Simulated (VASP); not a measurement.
# BN (F-43m) in VASP: notebook

BN is run at these levels: LDA; tasks: vibrations by perturbation theory.

Everything below comes from runs of VASP 6.6.1. Logs are shortened: lines on timing, memory, paths and dates and some standing lists are left out, and cuts for length are marked.

### Step 1. The cell of the first run

It takes space group F-43m (No. 216, cubic). The conventional cell has a = 3.555 Å, b = 3.555 Å, c = 3.555 Å, α = 90.00°, β = 90.00°, γ = 90.00°. B (site symmetry -43m) has 4 N at 1.54 Å within 2.1 Å. Within 2.1 Å of N (site symmetry -43m) lie 4 B at 1.54 Å.

### Step 2. Vibrations by perturbation theory, LDA

INCAR

```
PREC = Accurate
ENCUT = 520
EDIFF = 1E-8
ISMEAR = 0
SIGMA = 0.01
LREAL = F
LASPH = T
NELM = 100
ALGO = Normal
ISIF = 2
LWAVE = F
LCHARG = F
IBRION = 8
NSW = 1
LEPSILON = T
```

KPOINTS

```
Automatic mesh
0
Gamma
  12 12 12
```

POSCAR

```
BN
1.0
    0.0000000000      1.7774769167      1.7774769167
    1.7774769167      0.0000000000      1.7774769167
    1.7774769167      1.7774769167      0.0000000000
B N
1 1
Direct
    0.0000000000      0.0000000000      0.0000000000
    0.7500000000      0.7500000000      0.7500000000
```

Potentials or basis: VASP PAW LDA potentials, release 64 (B, N).

Run with:

```bash
$ cat potpaw_LDA.64/B/POTCAR potpaw_LDA.64/N/POTCAR > POTCAR
$ mpirun -np 1 vasp_std > vasp.out
```

OUTCAR:

```text
PREC = Accurate
   ENCUT = 520
   EDIFF = 1E-8
   ISMEAR = 0
   LREAL = F
   LASPH = T
   NELM = 100
   ISIF = 2
   IBRION = 8
   NSW = 1
   LEPSILON = T

 ion  position               nearest neighbor table
   1  0.000  0.000  0.000-   2 1.54   2 1.54   2 1.54   2 1.54
   2  0.750  0.750  0.750-   1 1.54   1 1.54   1 1.54   1 1.54

  LATTYP: Found a face centered cubic cell.
 ALAT       =     3.5549538334

  Lattice vectors:

 A1 = (   0.0000000000,   1.7774769167,   1.7774769167)
 A2 = (   1.7774769167,   0.0000000000,   1.7774769167)
 A3 = (   1.7774769167,   1.7774769167,   0.0000000000)

Analysis of symmetry for initial positions (statically):
=====================================================================
 Subroutine PRICEL returns:
 Original cell was already a primitive cell.

 Routine SETGRP: Setting up the symmetry group for a
 face centered cubic supercell.

 Subroutine GETGRP returns: Found 24 space group operations
 (whereof 24 operations were pure point group operations)
 out of a pool of 48 trial point group operations.

The static configuration has the point symmetry T_d .

Analysis of symmetry for dynamics (positions and initial velocities):
=====================================================================
 Subroutine PRICEL returns:
 Original cell was already a primitive cell.

 Routine SETGRP: Setting up the symmetry group for a
 face centered cubic supercell.

 Subroutine GETGRP returns: Found 24 space group operations
 (whereof 24 operations were pure point group operations)
 out of a pool of 48 trial point group operations.

The dynamic configuration has the point symmetry T_d .

 Subroutine INISYM returns: Found 24 space group operations
 (whereof 24 operations are pure point group operations),
 and found     1 'primitive' translations

----------------------------------------------------------------------------------------

                                     Primitive cell

  volume of cell :      11.2316

  direct lattice vectors                    reciprocal lattice vectors
     0.000000000  1.777476917  1.777476917    -0.281297605  0.281297605  0.281297605
     1.777476917  0.000000000  1.777476917     0.281297605 -0.281297605  0.281297605
     1.777476917  1.777476917  0.000000000     0.281297605  0.281297605 -0.281297605

  length of vectors
     2.513731962  2.513731962  2.513731962     0.487221744  0.487221744  0.487221744

  position of ions in fractional coordinates (direct lattice)
     0.000000000  0.000000000  0.000000000
     0.750000000  0.750000000  0.750000000

  ion indices of the primitive-cell ions
   primitive index   ion index
                 1           1
                 2           2

----------------------------------------------------------------------------------------

 KPOINTS: Automatic mesh

Automatic generation of k-mesh.
 Grid dimensions read from file:
 generate k-points for:   12   12   12

 Generating k-lattice:

  Cartesian coordinates                     Fractional coordinates (reciprocal lattice)
    -0.023441467  0.023441467  0.023441467     0.083333333  0.000000000  0.000000000
     0.023441467 -0.023441467  0.023441467     0.000000000  0.083333333  0.000000000
     0.023441467  0.023441467 -0.023441467     0.000000000  0.000000000  0.083333333

  Length of vectors
     0.040601812  0.040601812  0.040601812

  Shift w.r.t. Gamma in fractional coordinates (k-lattice)
     0.000000000  0.000000000  0.000000000

 Subroutine IBZKPT returns following result:
 ===========================================

 Found     72 irreducible k-points:

 Following reciprocal coordinates:
            Coordinates               Weight
  0.000000  0.000000  0.000000      1.000000
  0.083333  0.000000  0.000000      8.000000
  0.166667  0.000000  0.000000      8.000000
  0.250000  0.000000  0.000000      8.000000
[... 365 lines left out ...]
  volume of cell :       11.23
      direct lattice vectors                 reciprocal lattice vectors
     0.000000000  1.777476917  1.777476917    -0.281297605  0.281297605  0.281297605
     1.777476917  0.000000000  1.777476917     0.281297605 -0.281297605  0.281297605
     1.777476917  1.777476917  0.000000000     0.281297605  0.281297605 -0.281297605

 POSITION                                       TOTAL-FORCE (eV/Angst)
 -----------------------------------------------------------------------------------
      0.00000      0.00000      0.00000         0.000000      0.000000      0.000000
      2.66622      2.66622      2.66622        -0.000000     -0.000000     -0.000000
 -----------------------------------------------------------------------------------
    total drift:                                0.000000      0.000000      0.000000

  FREE ENERGIE OF THE ION-ELECTRON SYSTEM (eV)
  ---------------------------------------------------
  free  energy   TOTEN  =       -19.4050965645 eV

  energy  without entropy=      -19.4050965645  energy(sigma->0) =      -19.40509656

 HEAD OF MICROSCOPIC STATIC DIELECTRIC TENSOR (INDEPENDENT PARTICLE, excluding Hartree and local field effects)
 ------------------------------------------------------
           4.697917     0.000000     0.000000
           0.000000     4.697917     0.000000
          -0.000000     0.000000     4.697917
 ------------------------------------------------------

 Free energy of the ion-electron system (eV)
  ---------------------------------------------------
  ---------------------------------------------------
  free energy    TOTEN  =        -0.11652273 eV

  energy without entropy =       -0.11652273

------------------------ aborting loop because EDIFF is reached ----------------------------------------

--------------------------------------- Ionic step        2  -------------------------------------------

------------------------ aborting loop because EDIFF is reached ----------------------------------------

--------------------------------------- Ionic step        3  -------------------------------------------

------------------------ aborting loop because EDIFF is reached ----------------------------------------

 PIEZOELECTRIC TENSOR FIELD DIRECTION 3  (e Angst)
 -----------------------------------------------------------------------------
    -0.00034  0.72123  0.00000           ( -0.00000  0.00984  0.00000)
     0.72123 -0.00034  0.00000           (  0.00984 -0.00000  0.00000)
     0.00000  0.00000  0.00027           (  0.00000  0.00000 -0.00000)

 PIEZOELECTRIC TENSOR FIELD DIRECTION 3  (C/m^2)
 -----------------------------------------------------------------------------
    -0.00049  1.02883  0.00000
     1.02883 -0.00049  0.00000
     0.00000  0.00000  0.00039

--------------------------------------- Ionic step        4  -------------------------------------------

------------------------ aborting loop because EDIFF is reached ----------------------------------------

[... ionic steps 5 to 6 ...]

--------------------------------------- Ionic step        7  -------------------------------------------

 Free energy of the ion-electron system (eV)
  ---------------------------------------------------
  ---------------------------------------------------
  free energy    TOTEN  =        -0.22760845 eV

  energy without entropy =       -0.22760845

------------------------ aborting loop because EDIFF is reached ----------------------------------------

 INTERNAL STRAIN TENSOR  FOR ION    2  DIRECTION 1   (eV/Angst):
 -----------------------------------------------------------------------------
     0.01194  0.00000  0.00000
     0.00000 -0.00476  4.01361
     0.00000  4.01361 -0.00476

 MACROSCOPIC STATIC DIELECTRIC TENSOR (including local field effects in DFT)
 ------------------------------------------------------
           4.545585     0.000000    -0.000000
           0.000000     4.545585    -0.000000
          -0.000000     0.000000     4.545585
 ------------------------------------------------------

 PIEZOELECTRIC TENSOR (including local field effects)  for field in x, y, z        (e  Angst)
          XX          YY          ZZ          XY          YZ          ZX
  --------------------------------------------------------------------------------
  x     0.00000     0.00000     0.00000     0.00000     0.72186     0.00000
  y     0.00000     0.00000    -0.00000     0.00000     0.00000     0.72186
  z     0.00000    -0.00000     0.00000     0.72186     0.00000     0.00000

 PIEZOELECTRIC TENSOR (including local field effects)  for field in x, y, z        (C/m^2)
          XX          YY          ZZ          XY          YZ          ZX
  --------------------------------------------------------------------------------
  x     0.00000     0.00000     0.00000     0.00000     1.02973     0.00000
  y     0.00000     0.00000    -0.00000     0.00000     0.00000     1.02973
  z     0.00000    -0.00000     0.00000     1.02973     0.00000     0.00000

 BORN EFFECTIVE CHARGES (including local field effects) (in |e|, cummulative output)
 ---------------------------------------------------------------------------------
 ion    1
    1     1.86260     0.00000     0.00000
    2     0.00000     1.86260     0.00000
    3     0.00000     0.00000     1.86260
 ion    2
    1    -1.86260     0.00000     0.00000
    2     0.00000    -1.86260     0.00000
    3     0.00000     0.00000    -1.86260

 INTERNAL STRAIN TENSOR FOR ION    2 for displacements in x,y,z  (eV/Angst):
          X           Y           Z          XY          YZ          ZX
  --------------------------------------------------------------------------------
  x     0.00000     0.00000     0.00000     0.00000     4.01361     0.00000
  y    -0.00000     0.00000    -0.00000     0.00000     0.00000     4.01361
  z     0.00000     0.00000     0.00000     4.01361     0.00000     0.00000

 SECOND DERIVATIVES (NOT SYMMETRIZED)
 ------------------------------------
               1X          1Y          1Z          2X          2Y          2Z
  1X   -27.085432    0.000000    0.000000   27.085432    0.000000    0.000000
  1Y     0.000000  -27.085432    0.000000    0.000000   27.085432    0.000000
  1Z     0.000000    0.000000  -27.085432    0.000000    0.000000   27.085432
  2X    27.080601    0.000000    0.000000  -27.080601    0.000000    0.000000
  2Y     0.000000   27.080601    0.000000    0.000000  -27.080601    0.000000
  2Z     0.000000    0.000000   27.080601    0.000000    0.000000  -27.080601

 Eigenvectors and eigenvalues of the dynamical matrix
 ----------------------------------------------------

   1 f  =   32.939739 THz   206.966486 2PiTHz 1098.751434 cm-1   136.227754 meV
             X         Y         Z           dx          dy          dz
      0.000000  0.000000  0.000000    -0.751217    0.000000    0.000000
      2.666215  2.666215  2.666215     0.660055   -0.000000    0.000000
[... 21 lines left out ...]
   6 f/i=    0.001457 THz     0.009154 2PiTHz    0.048596 cm-1     0.006025 meV
             X         Y         Z           dx          dy          dz
      0.000000  0.000000  0.000000    -0.133806    0.646350    0.000000
      2.666215  2.666215  2.666215    -0.152286    0.735620    0.000000

--------------------------------------------------------------------------------------------------------

 MACROSCOPIC STATIC DIELECTRIC TENSOR IONIC CONTRIBUTION
 ------------------------------------------------------
           2.063800    -0.000000    -0.000000
          -0.000000     2.063800    -0.000000
          -0.000000    -0.000000     2.063800
 ------------------------------------------------------

 ELASTIC MODULI CONTR FROM IONIC RELAXATION (kBar)
 Direction    XX          YY          ZZ          XY          YZ          ZX
 --------------------------------------------------------------------------------
 XX          -0.0000      0.0000      0.0000      0.0000      0.0000      0.0000
 YY           0.0000     -0.0000      0.0000     -0.0000      0.0000      0.0000
 ZZ           0.0000      0.0000     -0.0000      0.0000     -0.0000     -0.0000
 XY           0.0000     -0.0000      0.0000    -81.2720      0.0000      0.0000
 YZ           0.0000      0.0000     -0.0000      0.0000    -81.2720      0.0000
 ZX           0.0000      0.0000     -0.0000      0.0000      0.0000    -81.2720
 --------------------------------------------------------------------------------

 PIEZOELECTRIC TENSOR IONIC CONTR  for field in x, y, z        (C/m^2)
          XX          YY          ZZ          XY          YZ          ZX
  --------------------------------------------------------------------------------
  x     0.00000     0.00000    -0.00000     0.00000    -0.38537     0.00000
  y     0.00000     0.00000    -0.00000     0.00000     0.00000    -0.38537
  z     0.00000    -0.00000     0.00000    -0.38537     0.00000     0.00000
```

Wall time 1.7 min (1 thread of Intel Xeon Platinum 8488C (Sapphire Rapids), shared host); peak memory 0.17 GiB.

What came out:

* Electronic dielectric tensor (diagonal): 4.55
* Born charges (mean of the diagonal): B +1.86; N -1.86 e
* Highest phonon frequency at Γ, LO-TO splitting left out: 1099 cm⁻¹

Phonon frequencies in cm⁻¹ (negative: imaginary):
```
              q point           frequencies
(0.000, 0.000, 0.000)  0 0 0 1099 1099 1099
```

Electronic dielectric tensor:
```
4.55 0.00 0.00
0.00 4.55 0.00
0.00 0.00 4.55
```

Born effective charge tensors (e):
atom 1, B
```
1.86 0.00 0.00
0.00 1.86 0.00
0.00 0.00 1.86
```
atom 2, N
```
-1.86  0.00  0.00
 0.00 -1.86  0.00
 0.00  0.00 -1.86
```

Caveat: the cell wasn't relaxed at this level first, which shifts response properties.

### Step 3. Vibrations by perturbation theory, LDA

This run uses another cell than the first one, of 5.71 Å³/atom, 1.017 times its volume.

INCAR

```
ALGO = Normal ; EDIFF = 1E-8
ENCUT = 520 ; IBRION = 8
ISIF = 2 ; ISMEAR = 0
LASPH = T ; LCHARG = T
LEPSILON = T ; LREAL = F
LWAVE = F ; NELM = 60
NSW = 1 ; PREC = Accurate
SIGMA = 0.01
```

KPOINTS

```
k-points
0
Gamma
  12 12 12
```

POSCAR

```
BN
1.0
    0.0000000000      1.7873230937      1.7873230937
    1.7873230937      0.0000000000      1.7873230937
    1.7873230937      1.7873230937      0.0000000000
B N
1 1
Direct
    0.0000000000      0.0000000000      0.0000000000
    0.7500000000      0.7500000000      0.7500000000
```

Potentials or basis: VASP PAW LDA potentials, release 64 (B, N).

Run with:

```bash
$ cat potpaw_LDA.64/B/POTCAR potpaw_LDA.64/N/POTCAR > POTCAR
$ mpirun -np 1 vasp_std > vasp.out
```

OUTCAR:

```text
EDIFF = 1E-8
   ENCUT = 520
   IBRION = 8
   ISIF = 2
   ISMEAR = 0
   LASPH = T
   LEPSILON = T
   LREAL = F
   NELM = 60
   NSW = 1
   PREC = Accurate

 ion  position               nearest neighbor table
   1  0.000  0.000  0.000-   2 1.55   2 1.55   2 1.55   2 1.55
   2  0.750  0.750  0.750-   1 1.55   1 1.55   1 1.55   1 1.55

  LATTYP: Found a face centered cubic cell.
 ALAT       =     3.5746461874

  Lattice vectors:

 A1 = (   0.0000000000,   1.7873230937,   1.7873230937)
[... 588 lines left out ...]
      2.680985  2.680985  2.680985     0.000000   -0.660013    0.000000
[... 21 lines left out ...]
   6 f/i=    0.003220 THz     0.020234 2PiTHz    0.107419 cm-1     0.013318 meV
             X         Y         Z           dx          dy          dz
      0.000000  0.000000  0.000000     0.000000    0.000000   -0.660013
      2.680985  2.680985  2.680985     0.000000    0.000000   -0.751254

--------------------------------------------------------------------------------------------------------

 MACROSCOPIC STATIC DIELECTRIC TENSOR IONIC CONTRIBUTION
 ------------------------------------------------------
           2.131668     0.000000    -0.000000
           0.000000     2.131668    -0.000000
          -0.000000    -0.000000     2.131668
 ------------------------------------------------------

 ELASTIC MODULI CONTR FROM IONIC RELAXATION (kBar)
 Direction    XX          YY          ZZ          XY          YZ          ZX
 --------------------------------------------------------------------------------
 XX          -0.0000     -0.0000      0.0000      0.0000     -0.0000      0.0000
 YY          -0.0000     -0.0000     -0.0000      0.0000      0.0000      0.0000
 ZZ           0.0000     -0.0000     -0.0000     -0.0000      0.0000      0.0000
 XY           0.0000      0.0000     -0.0000    -50.3910      0.0000      0.0000
 YZ          -0.0000      0.0000      0.0000      0.0000    -50.3910      0.0000
 ZX           0.0000      0.0000      0.0000      0.0000      0.0000    -50.3910
 --------------------------------------------------------------------------------

 PIEZOELECTRIC TENSOR IONIC CONTR  for field in x, y, z        (C/m^2)
          XX          YY          ZZ          XY          YZ          ZX
  --------------------------------------------------------------------------------
  x    -0.00000     0.00000     0.00000     0.00000    -0.30840    -0.00000
  y     0.00000     0.00000     0.00000     0.00000    -0.00000    -0.30840
  z     0.00000     0.00000    -0.00000    -0.30840    -0.00000    -0.00000
```

stdout:

```text
POSCAR found type information on POSCAR B N
 POSCAR found :  2 types and       2 ions
 scaLAPACK will be used
 LDA part: xc-table for (Slater(with rela. corr.)+CA(PZ))
 , standard interpolation
 POSCAR, INCAR and KPOINTS ok, starting setup
 FFT: planning ... GRIDC
 FFT: planning ... GRID_SOFT
 FFT: planning ... GRID
[... 24 lines left out ...]
 Linear response to external field, progress :
  Direction:   3
 dielectric tensor                  component  3 :     0.393     0.658     4.560
 Linear response DOF=           2
 Linear response progress:
 first order change of Fermi-energy   0.46667E-04
 force on displaced ion       1 direction 1 : -26.016   0.000   0.000
 Born effective charge ion    1 direction 1 :   1.870   0.000   0.000
 Linear response progress:
 first order change of Fermi-energy   0.20898E-03
 force on displaced ion       2 direction 1 : -26.005   0.000   0.000
 Born effective charge ion    2 direction 1 :  -1.870   0.000   0.000
 Born effective charges drift removed
 Linear response finished
```

It took 2.1 min on 1 thread of Intel Xeon Platinum 8375C at 2.90GHz (Ice Lake), shared host; peak memory 0.17 GiB.

What came out:

| Property | Result |
| --- | --- |
| Electronic dielectric tensor (diagonal) | 4.56 |
| Born charges (mean of the diagonal) | B +1.87; N -1.87 e |
| Highest phonon frequency at Γ, LO-TO splitting left out | 1077 cm⁻¹ |

Phonon frequencies in cm⁻¹ (negative: imaginary):
| q point | frequencies |
| --- | --- |
| (0.000, 0.000, 0.000) | 0 0 0 1077 1077 1077 |

Electronic dielectric tensor:
```
4.56 0.00 0.00
0.00 4.56 0.00
0.00 0.00 4.56
```

Born effective charge tensors (e):
atom 1, B
```
1.87 0.00 0.00
0.00 1.87 0.00
0.00 0.00 1.87
```
atom 2, N
```
-1.87  0.00  0.00
 0.00 -1.87  0.00
 0.00  0.00 -1.87
```

Caveat: the cell wasn't relaxed at this level first, which shifts response properties.

(Part 1 of 2 ends here.)
